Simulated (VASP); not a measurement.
# AlGaN2 (P3m1) in VASP: single point with PBEsol

Aim: the single point of AlGaN2 with PBEsol.

Everything below comes from runs of VASP 6.6.1. Logs are shortened: lines on timing, memory, paths and dates and some standing lists are left out, and cuts for length are marked.

## (1) The cell of the first run

Symmetry: P3m1, No. 156, trigonal system. The conventional cell has a = 3.147 Å, b = 3.147 Å, c = 10.184 Å, α = 90.00°, β = 90.00°, γ = 120.00°. Within 2.5 Å of Al (site symmetry 3m) lie 4 N at 1.90 to 1.91 Å. Within 2.5 Å of Al (site symmetry 3m) lie 4 N at 1.90 to 1.91 Å. Ga (site symmetry 3m) has 4 N at 1.93 to 1.96 Å within 2.6 Å. Ga (site symmetry 3m) has 4 N at 1.93 to 1.96 Å within 2.6 Å. N (site symmetry 3m) has 4 Al at 1.90 to 1.91 Å within 2.5 Å. N (site symmetry 3m) has 4 Ga at 1.93 to 1.96 Å within 2.6 Å. Within 2.5 Å of N (site symmetry 3m) lie 1 Al at 1.90 Å and 3 Ga at 1.93 Å. N (site symmetry 3m) has 3 Al at 1.91 Å and 1 Ga at 1.96 Å within 2.5 Å.

## (2) Single point, PBEsol

INCAR reads:

```
ALGO = Normal ; EDIFF = 1E-6
ENCUT = 600 ; GGA = PS
GGA_COMPAT = F ; ISIF = 2
ISMEAR = 0 ; LASPH = T
LCHARG = T ; LELF = T
LREAL = F ; LVHAR = T
LWAVE = F ; NBANDS = 36
NELM = 120 ; PREC = Accurate
SIGMA = 0.02
```

KPOINTS reads:

```
k-points
0
Gamma
  6 6 2
```

POSCAR reads:

```
AlGaN2
1.0
    3.1473313903      0.0000000000      0.0000000000
   -1.5736656952      2.7256689381      0.0000000000
    0.0000000000      0.0000000000     10.1841244432
Al Ga N
2 2 4
Direct
    0.3333333333      0.6666666667      0.0022851869
    0.6666666667      0.3333333333      0.2460252976
    0.3333333333      0.6666666667      0.4969300079
    0.6666666667      0.3333333333      0.7529150257
    0.3333333333      0.6666666667      0.1886591354
    0.3333333333      0.6666666667      0.6890925766
    0.6666666667      0.3333333333      0.4324347607
    0.6666666667      0.3333333333      0.9456580093
```

Potentials or basis: VASP PAW PBE potentials, release 64 (Al, Ga_d, N).

Launch:

```bash
$ cat potpaw_PBE.64/Al/POTCAR potpaw_PBE.64/Ga_d/POTCAR potpaw_PBE.64/N/POTCAR > POTCAR
$ mpirun -np 1 vasp_std > vasp.out
```

OUTCAR:

```text
EDIFF = 1E-6
   ENCUT = 600
   GGA = PS
   ISIF = 2
   ISMEAR = 0
   LASPH = T
   LREAL = F
   NELM = 120
   PREC = Accurate

 ion  position               nearest neighbor table
   1  0.333  0.667  0.002-   5 1.90   8 1.91   8 1.91   8 1.91   2 3.08   2 3.08   2 3.08   4 3.12
                             4 3.12   4 3.12
   2  0.667  0.333  0.246-   7 1.90   5 1.91   5 1.91   5 1.91   1 3.08   1 3.08   1 3.08   3 3.14
                             3 3.14   3 3.14
   3  0.333  0.667  0.497-   7 1.93   7 1.93   7 1.93   6 1.96   2 3.14   2 3.14   2 3.14
   4  0.667  0.333  0.753-   6 1.93   6 1.93   6 1.93   8 1.96   1 3.12   1 3.12   1 3.12
   5  0.333  0.667  0.189-   1 1.90   2 1.91   2 1.91   2 1.91
   6  0.333  0.667  0.689-   4 1.93   4 1.93   4 1.93   3 1.96
   7  0.667  0.333  0.432-   2 1.90   3 1.93   3 1.93   3 1.93
   8  0.667  0.333  0.946-   1 1.91   1 1.91   1 1.91   4 1.96

  LATTYP: Found a hexagonal cell.
 ALAT       =     3.1473313903
 C/A-ratio  =     3.2357966735

  Lattice vectors:

 A1 = (   3.1473313903,   0.0000000000,   0.0000000000)
 A2 = (  -1.5736656952,   2.7256689381,   0.0000000000)
 A3 = (   0.0000000000,   0.0000000000,  10.1841244432)

Analysis of symmetry for initial positions (statically):
=====================================================================
 Subroutine PRICEL returns:
 Original cell was already a primitive cell.

 Routine SETGRP: Setting up the symmetry group for a
 hexagonal supercell.

 Subroutine GETGRP returns: Found  6 space group operations
 (whereof  6 operations were pure point group operations)
 out of a pool of 24 trial point group operations.

The static configuration has the point symmetry C_3v.

Analysis of symmetry for dynamics (positions and initial velocities):
=====================================================================
 Subroutine PRICEL returns:
 Original cell was already a primitive cell.

 Routine SETGRP: Setting up the symmetry group for a
 hexagonal supercell.

 Subroutine GETGRP returns: Found  6 space group operations
 (whereof  6 operations were pure point group operations)
 out of a pool of 24 trial point group operations.

The dynamic configuration has the point symmetry C_3v.

 Subroutine INISYM returns: Found  6 space group operations
 (whereof  6 operations are pure point group operations),
 and found     1 'primitive' translations

[... 97 lines left out ...]
   EDIFFG = 0.1E-04   stopping-criterion for IOM
   NSW    =      0    number of steps for IOM
   IBRION =     -1    ionic relax: 0-MD 1-quasi-New 2-CG
   NFREE  =      0    steps in history (QN), initial steepest desc. (CG)
   ISIF   =      2    stress and relaxation
   ISYM   =      2    0-nonsym 1-usesym 2-fastsym
   POTIM  = 0.5000    time-step for ionic-motion
   TEBEG  =    0.0;   TEEND  =   0.0 temperature during run
   PSTRESS=    0.0 pullay stress
   NELECT =      52.0000    total number of electrons
   NUPDOWN=      -1.0000    fix difference up-down
   EMIN   =  10.00;   EMAX   =-10.00  energy-range for DOS
   EFERMI =   0.00;   METHOD = LEGACY
   ISMEAR =     0;   SIGMA  =   0.02  broadening in eV -4-tet -1-fermi 0-gaus
   EFERMI_NEDOS =   21; number of points for ismear=-14 and -15
   IALGO  =     38    algorithm
   IMIX   =      4    mixing-type and parameters
     AMIX     =   0.40;   BMIX     =  1.00
     AMIX_MAG =   1.60;   BMIX_MAG =  1.00
  volume/ion in A,a.u.               =      10.92        73.70
  Fermi-wavevector in a.u.,A,eV,Ry     =   1.377092  2.602326 25.801837  1.896381
  Thomas-Fermi vector in A             =   2.502277
   LORBIT       =      0    0 simple, 1 ext, 2 COOP (PROOUT), +10 PAW based schemes
   GGA     = PS    functional components
   LHFCALC =     F    Hartree Fock is set to
   AEXX    =    0.0000 exact exchange contribution
   IVDW    =     0    specifies the selected vdW correction
   LEPSILON=     F    determine dielectric tensor
   LRPA    =     F    only Hartree local field effects (RPA)
 non-spin polarized calculation
 Gauss-broadening in eV      SIGMA  =   0.02
  energy-cutoff  :      600.00
  volume of cell :       87.37
 maximum number of plane-waves:      2932
 NGX is ok and might be reduce to    28
   NGX = 13   NGY = 13   NGZ = 41

 number of electron      51.9999998 magnetization

 Free energy of the ion-electron system (eV)
  ---------------------------------------------------
  ext. energy  EPLUGINS =         0.00000000
  ---------------------------------------------------
  free energy    TOTEN  =       -57.53045379 eV

  energy without entropy =      -57.53045379  energy(sigma->0) =      -57.53045379

 E-fermi :   5.9085     XC(G=0): -11.5308

 val. band max:        5.7778688398   @ k =   0.0000   0.0000   0.0000
 cond. band min:       8.4988610089   @ k =   0.0000   0.0000   0.0000
 fundamental gap:      2.7209921691
 Fermi energy:         5.9085040274

 k-point     1 :       0.0000    0.0000    0.0000
  band No.  band energies     occupation
      1     -10.0432      2.00000
      2      -9.4092      2.00000
      3      -9.2395      2.00000
      4      -8.3408      2.00000
      5      -7.4939      2.00000
      6      -7.4939      2.00000
[... 535 lines left out ...]
     35      15.1424      0.00000
     36      15.1920      0.00000

------------------------ aborting loop because EDIFF is reached ----------------------------------------

  FORCE on cell =-STRESS in cart. coord.  units (eV):
  Direction    XX          YY          ZZ          XY          YZ          ZX
  --------------------------------------------------------------------------------------
  -------------------------------------------------------------------------------------
  Total       -0.1397428     -0.1397428     -0.1400090      0.0000000     -0.0000000     -0.0000000
  in kB       -2.5627175     -2.5627175     -2.5676002      0.0000000     -0.0000000     -0.0000000
  external PRESSURE =      -2.5643451 kB  Pullay stress =       0.0000000 kB

 VOLUME and BASIS-vectors are now :
 -----------------------------------------------------------------------------
  energy-cutoff  :      600.00
  volume of cell :       87.37
      direct lattice vectors                 reciprocal lattice vectors
     3.147331390  0.000000000  0.000000000     0.317729491  0.183441207  0.000000000
    -1.573665695  2.725668938  0.000000000     0.000000000  0.366882414  0.000000000
     0.000000000  0.000000000 10.184124443     0.000000000  0.000000000  0.098192044

 POSITION                                       TOTAL-FORCE (eV/Angst)
 -----------------------------------------------------------------------------------
     -0.00000      1.81711      0.02327         0.000000      0.000000      0.000028
      1.57367      0.90856      2.50555         0.000000      0.000000      0.001215
     -0.00000      1.81711      5.06080         0.000000     -0.000000     -0.005534
      1.57367      0.90856      7.66778        -0.000000      0.000000     -0.010119
     -0.00000      1.81711      1.92133        -0.000000     -0.000000     -0.000271
     -0.00000      1.81711      7.01780        -0.000000      0.000000      0.007211
      1.57367      0.90856      4.40397         0.000000      0.000000      0.016609
      1.57367      0.90856      9.63070        -0.000000      0.000000     -0.009140
 -----------------------------------------------------------------------------------
    total drift:                               -0.000000     -0.000000     -0.000160

  FREE ENERGIE OF THE ION-ELECTRON SYSTEM (eV)
  ---------------------------------------------------
  free  energy   TOTEN  =       -57.5304537853 eV

  energy  without entropy=      -57.5304537853  energy(sigma->0) =      -57.53045379
```

It took 93 s on 1 thread of AMD EPYC 7R43 (Zen 3), shared host; peak memory 0.22 GiB.

What came out:

```
Free energy            : -57.5305 eV
Pressure               : -0.3 GPa
Largest force          : 0.017 eV/Å
Band gap on the k mesh : 2.72 eV
```

Forces in eV/Å, atoms in the order of the input:
```
Al   0.000  0.000  0.000
Al   0.000  0.000  0.001
Ga   0.000  0.000 -0.006
Ga   0.000  0.000 -0.010
N    0.000  0.000  0.000
N    0.000  0.000  0.007
N    0.000  0.000  0.017
N    0.000  0.000 -0.009
```

Levels at points of the mesh, in eV from the valence-band top:
| k point | band 24 | band 25 | band 26 | band 27 | band 28 | band 29 |
| --- | --- | --- | --- | --- | --- | --- |
| (0.00, 0.00, 0.00) | -0.17 | 0.00 | 0.00 | 2.72 | 4.63 | 5.20 |
| (0.50, 0.00, 0.00) | -1.83 | -1.77 | -0.99 | 4.48 | 4.52 | 5.23 |
| (0.00, 0.00, 0.50) | -0.45 | -0.02 | -0.02 | 3.50 | 4.08 | 5.09 |
| (0.50, 0.00, 0.50) | -1.52 | -1.35 | -1.19 | 4.08 | 4.75 | 5.18 |

Caveat: the PAW data sets were made with another functional, which shifts forces and pressure a little.
